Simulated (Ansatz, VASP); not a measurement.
This is a calculation of Te2Mo for VASP 6.6.1.

POSCAR

```
Te2Mo
1.0
    3.4945872080      0.0000000000      0.0000000000
   -1.7472936040      3.0264012979      0.0000000000
    0.0000000000      0.0000000000     13.8798146239
Te Mo
4 2
Direct
    0.6666666667      0.3333333333      0.3790000000
    0.3333333333      0.6666666667      0.8790000000
    0.6666666667      0.3333333333      0.1210000000
    0.3333333333      0.6666666667      0.6210000000
    0.6666666667      0.3333333333      0.7500000000
    0.3333333333      0.6666666667      0.2500000000
```

Contents of INCAR.step1:

```
PREC     = Accurate       # precision mode
ENCUT    = 520            # plane-wave cutoff, eV
ISMEAR   = -1             # smearing method
SIGMA    = 0.05           # smearing width, eV
LREAL    = False          # projectors in reciprocal space
LASPH    = True           # aspherical terms in the spheres
NELM     = 80             # most SCF steps
NBANDS   = 35             # bands
GGA      = PE             # functional
ALGO     = Normal         # electronic algorithm
EDIFF    = 1E-4           # SCF threshold, eV
LWAVE    = True           # write WAVECAR
LCHARG   = False          # write CHGCAR
```

Contents of INCAR.step2:

```
PREC     = Accurate       # precision mode
ENCUT    = 520            # plane-wave cutoff, eV
EDIFF    = 1E-7           # SCF threshold, eV
ISMEAR   = -1             # smearing method
SIGMA    = 0.05           # smearing width, eV
LREAL    = False          # projectors in reciprocal space
LASPH    = True           # aspherical terms in the spheres
NELM     = 80             # most SCF steps
ALGO     = Normal         # electronic algorithm
ISIF     = 2              # what is computed and relaxed
LWAVE    = False          # write WAVECAR
LCHARG   = True           # write CHGCAR
METAGGA  = R2SCAN         # meta-GGA
LMIXTAU  = True         
LUSE_VDW = True         
IVDW_NL  = 2            
BPARAM   = 11.95        
CPARAM   = 0.0093       
LELF     = True           # ELF
LVHAR    = True         
NBANDS   = 35             # bands
ISTART   = 1
```

Contents of KPOINTS:

```
regular mesh
0
Gamma
  9 9 2
```

Potentials or basis: VASP PAW PBE potentials, release 64 (Te, Mo_sv).

Run with:

```console
$ cat potpaw_PBE.64/Te/POTCAR potpaw_PBE.64/Mo_sv/POTCAR > POTCAR
$ cp INCAR.step1 INCAR
$ mpirun -np 1 vasp_std > vasp.out
$ cp INCAR.step2 INCAR
$ mpirun -np 1 vasp_std > vasp.out
```

Problem. Set up the same calculation for Ansatz 0.2.0. Potentials there: Ansatz PAW.

Solution. As run (the cutoff follows the program's own potentials):

Contents of input.yaml:

```yaml
crystal:
  lattice:
    - [3.494587208, 0.0, 0.0]
    - [-1.747293604, 3.0264012979, 0.0]
    - [0.0, 0.0, 13.8798146239]
  atoms:
    - { symbol: Te, position: [0.6666666667, 0.3333333333, 0.379] }
    - { symbol: Te, position: [0.3333333333, 0.6666666667, 0.879] }
    - { symbol: Te, position: [0.6666666667, 0.3333333333, 0.121] }
    - { symbol: Te, position: [0.3333333333, 0.6666666667, 0.621] }
    - { symbol: Mo, position: [0.6666666667, 0.3333333333, 0.75] }
    - { symbol: Mo, position: [0.3333333333, 0.6666666667, 0.25] }
hamiltonian:
  xc: r2scan
  pseudopotentials: { kind: paw }
  dispersion: rvv10
kpoints:
  mp_grid: { grid: [9, 9, 2] }
scf:
  occupations: { method: fermi_dirac, width: 0.05 }
output:
  forces: true
  stress: true
  eigenvalues: true
```

Potentials or basis: Ansatz PAW.

Run with:

```console
$ ansatz run input.yaml --threads 2 --pin off --max-ram 5120MiB --backend cpu --events-out ev --progress --plain --runs-dir out
```

Both were run:

|  | VASP | Ansatz | Ansatz less VASP |
| --- | --- | --- | --- |
| gap on the k mesh at the Fermi level (eV) | 0.86 | 0.87 | +0.007 |
| least direct gap on the mesh (eV) | 1.16 | 1.16 | -0.002 |
| pressure (GPa) | 3.7 | 3.3 | -0.46 |
| rms of the force components (eV/Å) | 0.139 | 0.115 | -0.0237 |

VASP's potentials were made for PBE, not for r2SCAN. Atom by atom the forces differ by 0.024 eV/Å (rms over components). VASP's potentials hold 52 valence electrons a cell and Ansatz's 92, so a difference there can come from the potentials and not from the codes.

Spin-orbit coupling is off throughout. Noted on Ansatz's run: odd divisions of the mesh miss points on the zone boundary, where band edges often lie, so the gap on the mesh can be too wide.
